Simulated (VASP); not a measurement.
A run of VASP 6.6.1 is set up as follows.

INCAR

```
  ALGO = Normal
  EDIFF = 1E-6
  ENCUT = 520
  GGA = CA
  ISIF = 2
  ISMEAR = 0
  LASPH = True
  LCHARG = False
  LREAL = False
  LWAVE = False
  NBANDS = 12
  NELM = 100
  PREC = Accurate
  SIGMA = 0.05
```

File KPOINTS:

```
k-points
0
Gamma
  10 10 10
```

File POSCAR:

```
LiF
1.0
    0.0000000000      1.9837900000      2.0140000000
    2.0140000000      0.0000000000      2.0140000000
    2.0140000000      1.9837900000      0.0000000000
Li F
1 1
Direct
    0.0000000000      0.0000000000      0.0000000000
    0.5000000000      0.5000000000      0.5000000000
```

Potentials or basis: VASP PAW LDA potentials, release 64 (Li_sv, F).

Run with:

```bash
$ cat potpaw_LDA.64/Li_sv/POTCAR potpaw_LDA.64/F/POTCAR > POTCAR
$ mpirun -np 1 vasp_std > vasp.out
```

(1) Predict the band gap on the k mesh.

Answers

(1) 8.96 eV, direct.

Caveat: the cell differs from its parent crystal (strain -0.0150 x Voigt [0, 1, 0, 0, 0, 0]).
